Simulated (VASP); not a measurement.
# CoO (Fm-3m) in VASP: settings compared, part 2 of 2

VASP 6.6.1. Earlier steps stand in the parts before.

**3. Single point, HSE06, collinear spin, ferromagnetic start**

This run uses another cell than the first one, of 9.88 Å³/atom.

Input file POSCAR:

```
CoO
1.0
    0.0000000000      2.1456163054      2.1456163054
    2.1456163054      0.0000000000      2.1456163054
    2.1456163054      2.1456163054      0.0000000000
Co O
1 1
Direct
    0.0000000000      0.0000000000      0.0000000000
    0.5000000000      0.5000000000      0.5000000000
```

Input file INCAR.step1:

```
SYSTEM = CoO
  ALGO = Normal
  EDIFF = 1E-5
  ENCUT = 520
  GGA = PE
  ISIF = 2
  ISMEAR = -1
  ISPIN = 2
  LASPH = .True.
  LCHARG = .False.
  LMAXMIX = 4
  LORBIT = 11
  LREAL = .False.
  LWAVE = .True.
  MAGMOM = 2 0
  NBANDS = 18
  NELM = 150
  PREC = Accurate
  SIGMA = 0.05
```

Input file INCAR.step2:

```
SYSTEM = CoO
  ALGO = Normal
  EDIFF = 1E-6
  ENCUT = 520
  GGA = PE
  HFSCREEN = 0.2079
  ISIF = 2
  ISMEAR = -1
  ISPIN = 2
  ISTART = 1
  LASPH = .True.
  LCHARG = .False.
  LHFCALC = .True.
  LMAXMIX = 4
  LORBIT = 11
  LREAL = .False.
  LWAVE = .False.
  MAGMOM = 2 0
  NBANDS = 18
  NELM = 150
  PREC = Accurate
  PRECFOCK = Normal
  SIGMA = 0.05
```

Input file KPOINTS:

```
k-points
0
Gamma
  6 6 6
  0 0 0
```

Potentials or basis: VASP PAW PBE potentials, release 64 (Co, O).

The run is started by

```
> cat potpaw_PBE.64/Co/POTCAR potpaw_PBE.64/O/POTCAR > POTCAR
> cp INCAR.step1 INCAR
> mpirun -np 1 vasp_std > vasp.out
> cp INCAR.step2 INCAR
> mpirun -np 1 vasp_std > vasp.out
```

OUTCAR:

```text
SYSTEM = CoO
   EDIFF = 1E-6
   ENCUT = 520
   GGA = PE
   HFSCREEN = 0.2079
   ISIF = 2
   ISMEAR = -1
   ISPIN = 2
   ISTART = 1
   LASPH = .True.
   LHFCALC = .True.
   LORBIT = 11
   LREAL = .False.
   NELM = 150
   PREC = Accurate
   PRECFOCK = Normal

 ion  position               nearest neighbor table
   1  0.000  0.000  0.000-   2 2.15   2 2.15   2 2.15   2 2.15   2 2.15   2 2.15
   2  0.500  0.500  0.500-   1 2.15   1 2.15   1 2.15   1 2.15   1 2.15   1 2.15

  LATTYP: Found a face centered cubic cell.
 ALAT       =     4.2912326108

  Lattice vectors:

 A1 = (   0.0000000000,   2.1456163054,   2.1456163054)
 A2 = (   2.1456163054,   0.0000000000,   2.1456163054)
 A3 = (   2.1456163054,   2.1456163054,   0.0000000000)

Analysis of symmetry for initial positions (statically):
=====================================================================
 Subroutine PRICEL returns:
 Original cell was already a primitive cell.

 Routine SETGRP: Setting up the symmetry group for a
 face centered cubic supercell.

 Subroutine GETGRP returns: Found 48 space group operations
 (whereof 48 operations were pure point group operations)
 out of a pool of 48 trial point group operations.

The static configuration has the point symmetry O_h .

Analysis of symmetry for dynamics (positions and initial velocities):
=====================================================================
 Subroutine PRICEL returns:
 Original cell was already a primitive cell.

 Routine SETGRP: Setting up the symmetry group for a
 face centered cubic supercell.

 Subroutine GETGRP returns: Found 48 space group operations
 (whereof 48 operations were pure point group operations)
 out of a pool of 48 trial point group operations.

The dynamic configuration has the point symmetry O_h .

Analysis of structural, dynamic, and magnetic symmetry:
=====================================================================
 Subroutine PRICEL returns:
 Original cell was already a primitive cell.

 Routine SETGRP: Setting up the symmetry group for a
 face centered cubic supercell.

 Subroutine GETGRP returns: Found 48 space group operations
 (whereof 48 operations were pure point group operations)
 out of a pool of 48 trial point group operations.

The overall configuration has the point symmetry O_h .

 Subroutine INISYM returns: Found 48 space group operations
 (whereof 48 operations are pure point group operations),
 and found     1 'primitive' translations

----------------------------------------------------------------------------------------

                                     Primitive cell

  volume of cell :      19.7554

  direct lattice vectors                    reciprocal lattice vectors
     0.000000000  2.145616305  2.145616305    -0.233033278  0.233033278  0.233033278
     2.145616305  0.000000000  2.145616305     0.233033278 -0.233033278  0.233033278
     2.145616305  2.145616305  0.000000000     0.233033278  0.233033278 -0.233033278

  length of vectors
     3.034359679  3.034359679  3.034359679     0.403625477  0.403625477  0.403625477

  position of ions in fractional coordinates (direct lattice)
     0.000000000  0.000000000  0.000000000
     0.500000000  0.500000000  0.500000000

  ion indices of the primitive-cell ions
   primitive index   ion index
                 1           1
                 2           2

----------------------------------------------------------------------------------------
[... 69 lines left out ...]
   POTIM  = 0.5000    time-step for ionic-motion
   TEBEG  =    0.0;   TEEND  =   0.0 temperature during run
   PSTRESS=    0.0 pullay stress
   NELECT =      15.0000    total number of electrons
   NUPDOWN=      -1.0000    fix difference up-down
   EMIN   =  10.00;   EMAX   =-10.00  energy-range for DOS
   EFERMI =   0.00;   METHOD = LEGACY
   ISMEAR =    -1;   SIGMA  =   0.05  broadening in eV -4-tet -1-fermi 0-gaus
   EFERMI_NEDOS =   21; number of points for ismear=-14 and -15
   IALGO  =     38    algorithm
   IMIX   =      1    mixing-type and parameters
     AMIX     =   0.40;   BMIX     =  1.00
     AMIX_MAG =   1.60;   BMIX_MAG =  1.00
  volume/ion in A,a.u.               =       9.88        66.66
  Fermi-wavevector in a.u.,A,eV,Ry     =   1.493516  2.822336 30.349017  2.230590
  Thomas-Fermi vector in A             =   2.605906
   LORBIT       =     11    0 simple, 1 ext, 2 COOP (PROOUT), +10 PAW based schemes
   GGA     = PE    functional components
   LHFCALC =     T    Hartree Fock is set to
   PRECFOCK=normal    Normal, Fast or Accurate (Low or Medium for compatibility)
   ENCUT4O =  -1.0   cutoff for four orbital integrals eV
   NKREDX  =     1    reduce k-point grid by
   NKREDY  =     1    reduce k-point grid by
   NKREDZ  =     1    reduce k-point grid by
   AEXX    =    0.2500 exact exchange contribution
   HFSCREEN=    0.2079 screening length (either q_TF or 0.3 A-1)
   HFSCREENC=   0.2079 screening length for correlation (either q_TF or 0.3 A-1)
   ENCUTFOCK=  -1.0 apply spherical cutoff to Coloumb kernel
   IVDW    =     0    specifies the selected vdW correction
   LEPSILON=     F    determine dielectric tensor
   LRPA    =     F    only Hartree local field effects (RPA)
 spin polarized calculation
  energy-cutoff  :      520.00
  volume of cell :       19.76
 maximum number of plane-waves:       544
 NGX is ok and might be reduce to    24
  NGX = 18; NGY = 18; NGZ = 18

 number of electron      15.0000007 magnetization       3.0000800

 Free energy of the ion-electron system (eV)
  ---------------------------------------------------
  ext. energy  EPLUGINS =         0.00000000
  ---------------------------------------------------
  free energy    TOTEN  =       -18.03696413 eV

  energy without entropy =      -18.02258991  energy(sigma->0) =      -18.02977702

 E-fermi :   7.0064     XC(G=0): -10.0314

 val. band max:        6.9967850876   @ k =  -0.3333   0.5000   0.1667
 cond. band min:       7.0331988608   @ k =   0.5000   0.3333   0.1667
 fundamental gap:      0.0364137732
 Fermi energy:         7.0064404546

 spin component 1

 k-point     1 :       0.0000    0.0000    0.0000
  band No.  band energies     occupation
      1     -14.9900      1.00000
      2       1.2947      1.00000
      3       1.2947      1.00000
      4       1.7642      1.00000
      5       1.7642      1.00000
      6       1.7642      1.00000
[... 312 lines left out ...]
      4       0.3747      1.00000
      5       1.9916      1.00000
      6       2.6372      1.00000
[... 10 lines left out ...]
     17      39.0289      0.00000
     18      39.8497      0.00000
 Fermi energy:         7.0064404546

 spin component 2

 k-point     1 :       0.0000    0.0000    0.0000
  band No.  band energies     occupation
      1     -14.3782      1.00000
      2       4.3695      1.00000
      3       4.3695      1.00000
      4       4.3695      1.00000
      5       5.4602      1.00000
      6       5.4603      1.00000
[... 313 lines left out ...]
      5       5.7898      1.00000
      6       6.9968      0.54813
[... 10 lines left out ...]
     17      39.8503      0.00000
     18      40.0286      0.00000

------------------------ aborting loop because EDIFF is reached ----------------------------------------

  FORCE on cell =-STRESS in cart. coord.  units (eV):
  Direction    XX          YY          ZZ          XY          YZ          ZX
  --------------------------------------------------------------------------------------
  -------------------------------------------------------------------------------------
  Total       -1.4226769     -1.4226769     -1.4226769     -0.0000000      0.0000000      0.0000000
  in kB     -115.3800381   -115.3800381   -115.3800381     -0.0000000      0.0000000      0.0000000
  external PRESSURE =    -115.3800381 kB  Pullay stress =       0.0000000 kB

 VOLUME and BASIS-vectors are now :
 -----------------------------------------------------------------------------
  energy-cutoff  :      520.00
  volume of cell :       19.76
      direct lattice vectors                 reciprocal lattice vectors
     0.000000000  2.145616305  2.145616305    -0.233033278  0.233033278  0.233033278
     2.145616305  0.000000000  2.145616305     0.233033278 -0.233033278  0.233033278
     2.145616305  2.145616305  0.000000000     0.233033278  0.233033278 -0.233033278

 POSITION                                       TOTAL-FORCE (eV/Angst)
 -----------------------------------------------------------------------------------
      0.00000      0.00000      0.00000        -0.000000      0.000000      0.000000
      2.14562      2.14562      2.14562         0.000000     -0.000000     -0.000000
 -----------------------------------------------------------------------------------
    total drift:                               -0.000000     -0.000000     -0.000000

  FREE ENERGIE OF THE ION-ELECTRON SYSTEM (eV)
  ---------------------------------------------------
  free  energy   TOTEN  =       -18.0369641347 eV

  energy  without entropy=      -18.0225899117  energy(sigma->0) =      -18.02977702

 total charge

# of ion       s       p       d       tot
------------------------------------------
    1        0.279   0.350   7.073   7.702
    2        1.552   3.474   0.000   5.026
--------------------------------------------------
tot          1.832   3.824   7.073  12.728

 magnetization (x)

# of ion       s       p       d       tot
------------------------------------------
    1        0.012   0.009   2.701   2.722
    2        0.026   0.237   0.000   0.263
--------------------------------------------------
tot          0.038   0.246   2.701   2.985
```

Run time: 2.1 h. Hardware: 1 thread of Oxide Virtual Turin-like, shared host; peak memory 0.23 GiB.

What came out:

```
Free energy                                           : -18.0370 eV
Pressure                                              : -11.5 GPa
Band gap on the k mesh                                : zero (filled and empty bands overlap)
Net moment                                            : 3.00 μB per cell
Site moments                                          : Co +2.72; O +0.26 μB
Valence electrons inside the program's atomic spheres : Co 7.70; O 5.03
```

Caveat: the k points lie up to 0.42 Å⁻¹ apart, too coarse for converged energies and pressures of a metal; the PAW data sets were made with another functional, which shifts forces and pressure a little; a cell with one magnetic atom can't hold antiferromagnetic order, which such compounds often take.

The gap in the log of VASP goes by the Fermi energy; the results here count the filled bands.